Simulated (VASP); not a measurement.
# Li2S (Fm-3m) in VASP: single point with r2SCAN

Aim: the single point of Li2S with r2SCAN.

All numbers are computed with VASP 6.6.1; they aren't measurements. Logs are shortened: lines on timing, memory, paths and dates and some standing lists are left out, and cuts for length are marked.

### 1 The cell of the first run

It takes space group Fm-3m (No. 225, cubic). The conventional cell has a = 5.689 Å, b = 5.689 Å, c = 5.689 Å, α = 90.00°, β = 90.00°, γ = 90.00°. Within 3.3 Å of Li (site symmetry -43m) lie 4 S at 2.46 Å and 6 Li at 2.84 Å. Within 3.3 Å of S (site symmetry m-3m) lie 8 Li at 2.46 Å.

### 2 Single point, r2SCAN

The input, POSCAR:

```
Li2S
1.0
    2.8445000000      2.8445000000      0.0000000000
   -2.8445000000      2.8445000000      0.0000000000
    0.0000000000      2.8445000000      2.8445000000
Li S
2 1
Direct
    0.2500000000      0.7500000000      0.5000000000
    0.7500000000      0.2500000000      0.5000000000
    0.0000000000      0.0000000000      0.0000000000
```

The input, INCAR.step1:

```
PREC = Accurate
ENCUT = 830
ISMEAR = 0
SIGMA = 0.01
LREAL = False
LASPH = True
NELM = 120
NBANDS = 13
GGA = PE
ALGO = Normal
EDIFF = 1E-5
LWAVE = True
LCHARG = False
GGA_COMPAT = False
```

The input, INCAR.step2:

```
PREC = Accurate
ENCUT = 830
EDIFF = 1E-6
ISMEAR = 0
SIGMA = 0.01
LREAL = False
LASPH = True
NELM = 120
ALGO = Normal
ISIF = 2
LWAVE = False
LCHARG = True
METAGGA = R2SCAN
LMIXTAU = True
LELF = True
LVHAR = True
NBANDS = 13
ISTART = 1
GGA_COMPAT = False
```

The input, KPOINTS:

```
Automatic mesh
0
Gamma
  8 8 8
```

Potentials or basis: VASP PAW PBE potentials, release 64 (Li_sv, S).

Run with:

```console
> cat potpaw_PBE.64/Li_sv/POTCAR potpaw_PBE.64/S/POTCAR > POTCAR
> cp INCAR.step1 INCAR
> mpirun -np 1 vasp_std > vasp.out
> cp INCAR.step2 INCAR
> mpirun -np 1 vasp_std > vasp.out
```

OUTCAR:

```text
PREC = Accurate
   ENCUT = 830
   EDIFF = 1E-6
   ISMEAR = 0
   LREAL = False
   LASPH = True
   NELM = 120
   ISIF = 2
   METAGGA = R2SCAN
   ISTART = 1

 ion  position               nearest neighbor table
   1  0.250  0.750  0.500-   3 2.46   3 2.46   3 2.46   3 2.46
   2  0.750  0.250  0.500-   3 2.46   3 2.46   3 2.46   3 2.46
   3  0.000  0.000  0.000-   2 2.46   1 2.46   1 2.46   2 2.46   1 2.46   2 2.46   2 2.46   1 2.46

  LATTYP: Found a face centered cubic cell.
 ALAT       =     5.6890000000

  Lattice vectors:

 A1 = (   0.0000000000,   2.8445000000,   2.8445000000)
 A2 = (   2.8445000000,   0.0000000000,   2.8445000000)
 A3 = (   2.8445000000,   2.8445000000,   0.0000000000)

Analysis of symmetry for initial positions (statically):
=====================================================================
 Subroutine PRICEL returns:
 Original cell was already a primitive cell.

 Routine SETGRP: Setting up the symmetry group for a
 face centered cubic supercell.

 Subroutine GETGRP returns: Found 48 space group operations
 (whereof 48 operations were pure point group operations)
 out of a pool of 48 trial point group operations.

The static configuration has the point symmetry O_h .

Analysis of symmetry for dynamics (positions and initial velocities):
=====================================================================
 Subroutine PRICEL returns:
 Original cell was already a primitive cell.

 Routine SETGRP: Setting up the symmetry group for a
 face centered cubic supercell.

 Subroutine GETGRP returns: Found 48 space group operations
 (whereof 48 operations were pure point group operations)
 out of a pool of 48 trial point group operations.

The dynamic configuration has the point symmetry O_h .

 Subroutine INISYM returns: Found 48 space group operations
 (whereof 48 operations are pure point group operations),
 and found     1 'primitive' translations

----------------------------------------------------------------------------------------

                                     Primitive cell

  volume of cell :      46.0307

  direct lattice vectors                    reciprocal lattice vectors
     2.844500000  2.844500000  0.000000000     0.175777817  0.175777817 -0.175777817
    -2.844500000  2.844500000  0.000000000    -0.175777817  0.175777817 -0.175777817
     0.000000000  2.844500000  2.844500000     0.000000000  0.000000000  0.351555634

  length of vectors
     4.022730478  4.022730478  4.022730478     0.304456110  0.304456110  0.351555634

  position of ions in fractional coordinates (direct lattice)
     0.250000000  0.750000000  0.500000000
     0.750000000  0.250000000  0.500000000
     0.000000000  0.000000000  0.000000000

  ion indices of the primitive-cell ions
   primitive index   ion index
                 1           1
                 2           2
                 3           3

----------------------------------------------------------------------------------------

 KPOINTS: Automatic mesh

Automatic generation of k-mesh.
 Grid dimensions read from file:
 generate k-points for:    8    8    8

 Generating k-lattice:

  Cartesian coordinates                     Fractional coordinates (reciprocal lattice)
     0.021972227  0.021972227 -0.021972227     0.125000000  0.000000000  0.000000000
    -0.021972227  0.021972227 -0.021972227     0.000000000  0.125000000  0.000000000
     0.000000000  0.000000000  0.043944454     0.000000000  0.000000000  0.125000000

  Length of vectors
     0.038057014  0.038057014  0.043944454

  Shift w.r.t. Gamma in fractional coordinates (k-lattice)
     0.000000000  0.000000000  0.000000000

 Subroutine IBZKPT returns following result:
 ===========================================

 Found     29 irreducible k-points:

 Following reciprocal coordinates:
            Coordinates               Weight
  0.000000  0.000000  0.000000      1.000000
  0.125000  0.000000  0.000000      8.000000
  0.250000  0.000000  0.000000      8.000000
  0.375000  0.000000  0.000000      8.000000
  0.500000  0.000000  0.000000      4.000000
  0.125000  0.125000  0.000000     12.000000
[... 16 lines left out ...]
  0.375000  0.250000  0.125000     48.000000
  0.500000  0.250000  0.125000     24.000000
 [... further k-points ...]
   k-points           NKPTS =     29   k-points in BZ     NKDIM =     29   number of bands    NBANDS=     13
   number of dos      NEDOS =    301   number of ions     NIONS =      3
   total plane-waves  NPLWV =  64000
   dimension x,y,z NGX =    40 NGY =   40 NGZ =   40
   dimension x,y,z NGXF=    80 NGYF=   80 NGZF=   80
   ions per type =               2   1
   NGX,Y,Z   is equivalent  to a cutoff of  16.53, 16.53, 16.53 a.u.
   NGXF,Y,Z  is equivalent  to a cutoff of  33.06, 33.06, 33.06 a.u.
 SYSTEM =  unknown system
   PREC   = accura    normal or accurate (medium, high low for compatibility)
   ISTART =      1    job   : 0-new  1-cont  2-samecut
   ICHARG =      0    charge: 1-file 2-atom 10-const
   ISPIN  =      1    spin polarized calculation?
   LNONCOLLINEAR =      F non collinear calculations
   LSORBIT =      F    spin-orbit coupling
   LASPH  =      T    aspherical Exc in radial PAW
   ENCUT  =  830.0 eV  61.00 Ry    7.81 a.u.   9.45  9.45  9.45*2*pi/ulx,y,z
   NELM   =    120;   NELMIN=  2; NELMDL=  0     # of ELM steps
   EDIFF  = 0.1E-05   stopping-criterion for ELM
   LREAL  =      F    real-space projection
   EDIFFG = 0.1E-04   stopping-criterion for IOM
   NSW    =      0    number of steps for IOM
   IBRION =     -1    ionic relax: 0-MD 1-quasi-New 2-CG
   NFREE  =      0    steps in history (QN), initial steepest desc. (CG)
   ISIF   =      2    stress and relaxation
   ISYM   =      2    0-nonsym 1-usesym 2-fastsym
   POTIM  = 0.5000    time-step for ionic-motion
   TEBEG  =    0.0;   TEEND  =   0.0 temperature during run
   PSTRESS=    0.0 pullay stress
   NELECT =      12.0000    total number of electrons
   NUPDOWN=      -1.0000    fix difference up-down
   EMIN   =  10.00;   EMAX   =-10.00  energy-range for DOS
   EFERMI =   0.00;   METHOD = LEGACY
   ISMEAR =     0;   SIGMA  =   0.01  broadening in eV -4-tet -1-fermi 0-gaus
   EFERMI_NEDOS =   21; number of points for ismear=-14 and -15
   IALGO  =     38    algorithm
   IMIX   =      4    mixing-type and parameters
     AMIX     =   0.40;   BMIX     =  1.00
     AMIX_MAG =   1.60;   BMIX_MAG =  1.00
  volume/ion in A,a.u.               =      15.34       103.54
  Fermi-wavevector in a.u.,A,eV,Ry     =   1.045810  1.976294 14.880934  1.093718
  Thomas-Fermi vector in A             =   2.180621
   LORBIT       =      0    0 simple, 1 ext, 2 COOP (PROOUT), +10 PAW based schemes
   METAGGA = R2SCAN    functional components
   LHFCALC =     F    Hartree Fock is set to
   AEXX    =    0.0000 exact exchange contribution
   IVDW    =     0    specifies the selected vdW correction
   LEPSILON=     F    determine dielectric tensor
   LRPA    =     F    only Hartree local field effects (RPA)
 non-spin polarized calculation
 Gauss-broadening in eV      SIGMA  =   0.01
  energy-cutoff  :      830.00
  volume of cell :       46.03
 maximum number of plane-waves:      2541
 NGX is ok and might be reduce to    40
   NGX = 19   NGY = 19   NGZ = 19

 number of electron      12.0000004 magnetization

 Free energy of the ion-electron system (eV)
  ---------------------------------------------------
  ext. energy  EPLUGINS =         0.00000000
  ---------------------------------------------------
  free energy    TOTEN  =       -17.38406634 eV

  energy without entropy =      -17.38406634  energy(sigma->0) =      -17.38406634

 E-fermi :   1.3664     XC(G=0):  -8.9282

 val. band max:        1.2174029202   @ k =   0.0000   0.0000   0.0000
 cond. band min:       5.0733985945   @ k =   0.5000   0.5000   0.0000
 fundamental gap:      3.8559956742
 Fermi energy:         1.3663812772

 k-point     1 :       0.0000    0.0000    0.0000
  band No.  band energies     occupation
      1     -44.3845      2.00000
      2     -44.3428      2.00000
      3     -10.2719      2.00000
      4       1.2174      2.00000
      5       1.2174      2.00000
      6       1.2174      2.00000
      7       6.2729      0.00000
      8       8.1263      0.00000
      9       8.1263      0.00000
     10       8.1263      0.00000
     11      12.9843      0.00000
     12      12.9843      0.00000
     13      14.6635      0.00000

 k-point     2 :       0.1250    0.0000    0.0000
  band No.  band energies     occupation
      1     -44.3828      2.00000
      2     -44.3442      2.00000
      3     -10.2139      2.00000
      4       0.6362      2.00000
      5       1.1298      2.00000
      6       1.1298      2.00000
      7       6.6919      0.00000
      8       8.3706      0.00000
      9       8.3706      0.00000
     10       8.5000      0.00000
     11      12.0892      0.00000
     12      12.0893      0.00000
     13      14.8103      0.00000

 k-point     3 :       0.2500    0.0000    0.0000
  band No.  band energies     occupation
      1     -44.3779      2.00000
      2     -44.3485      2.00000
      3     -10.0651      2.00000
      4      -0.4595      2.00000
      5       0.9387      2.00000
      6       0.9387      2.00000
      7       7.3769      0.00000
      8       8.6869      0.00000
      9       8.6869      0.00000
     10       9.3879      0.00000
     11      11.7577      0.00000
     12      11.7577      0.00000
     13      15.2635      0.00000
[... 305 lines left out ...]
 k-point    23 :       0.3750    0.2500    0.1250
  band No.  band energies     occupation
      1     -44.3691      2.00000
      2     -44.3563      2.00000
      3      -9.8193      2.00000
      4      -1.1334      2.00000
      5      -0.0066      2.00000
      6       0.4591      2.00000
      7       7.5169      0.00000
      8       8.7623      0.00000
      9      10.0061      0.00000
     10      10.4305      0.00000
     11      12.0534      0.00000
     12      14.6273      0.00000
     13      15.8571      0.00000

 k-point    24 :       0.5000    0.2500    0.1250
  band No.  band energies     occupation
      1     -44.3626      2.00000
      2     -44.3626      2.00000
      3      -9.7606      2.00000
      4      -1.3720      2.00000
      5      -0.0237      2.00000
      6       0.3088      2.00000
      7       7.6178      0.00000
      8       8.6488      0.00000
      9      10.3617      0.00000
     10      11.0242      0.00000
     11      12.4656      0.00000
     12      13.8822      0.00000
     13      15.5040      0.00000

 [... further k-points ...]

------------------------ aborting loop because EDIFF is reached ----------------------------------------

  FORCE on cell =-STRESS in cart. coord.  units (eV):
  Direction    XX          YY          ZZ          XY          YZ          ZX
  --------------------------------------------------------------------------------------
  -------------------------------------------------------------------------------------
  Total       -0.0498279     -0.0498279     -0.0498279     -0.0000000     -0.0000000     -0.0000000
  in kB       -1.7343442     -1.7343442     -1.7343442     -0.0000000     -0.0000000     -0.0000000
  external PRESSURE =      -1.7343442 kB  Pullay stress =       0.0000000 kB

 VOLUME and BASIS-vectors are now :
 -----------------------------------------------------------------------------
  energy-cutoff  :      830.00
  volume of cell :       46.03
      direct lattice vectors                 reciprocal lattice vectors
     2.844500000  2.844500000  0.000000000     0.175777817  0.175777817 -0.175777817
    -2.844500000  2.844500000  0.000000000    -0.175777817  0.175777817 -0.175777817
     0.000000000  2.844500000  2.844500000     0.000000000  0.000000000  0.351555634

 POSITION                                       TOTAL-FORCE (eV/Angst)
 -----------------------------------------------------------------------------------
     -1.42225      4.26675      1.42225         0.000000     -0.000000     -0.000000
      1.42225      4.26675      1.42225        -0.000000     -0.000000      0.000000
      0.00000      0.00000      0.00000         0.000000      0.000000      0.000000
 -----------------------------------------------------------------------------------
    total drift:                                0.000000      0.000000     -0.000000

  FREE ENERGIE OF THE ION-ELECTRON SYSTEM (eV)
  ---------------------------------------------------
  free  energy   TOTEN  =       -17.3840663378 eV

  energy  without entropy=      -17.3840663378  energy(sigma->0) =      -17.38406634
```

It used 160 s of CPU time on 1 thread of AMD EPYC 7R13, on a shared host.

Results:

```yaml
Free_energy: -17.3841 eV
Pressure: -0.2 GPa
Band_gap_on_the_k_mesh: 3.86 eV (least direct gap 5.06 eV)
```

Levels at points of the mesh, in eV from the valence-band top:
| k point | band 2 | band 3 | band 4 | band 5 | band 6 | band 7 | band 8 | band 9 | band 10 | band 11 |
| --- | --- | --- | --- | --- | --- | --- | --- | --- | --- | --- |
| (0.00, 0.00, 0.00) | -45.56 | -11.49 | 0.00 | 0.00 | 0.00 | 5.06 | 6.91 | 6.91 | 6.91 | 11.77 |
| (0.50, 0.00, 0.00) | -45.58 | -11.05 | -2.89 | -0.51 | -0.51 | 6.98 | 7.19 | 7.19 | 9.14 | 13.74 |
| (0.50, 0.50, 0.00) | -45.57 | -10.92 | -2.16 | -1.44 | -1.44 | 3.86 | 7.90 | 12.17 | 12.17 | 13.37 |

Caveat: the PAW data sets were made with another functional, which shifts forces and pressure a little. r2SCAN opens gaps a little over a GGA but as a rule still falls short of measured ones.
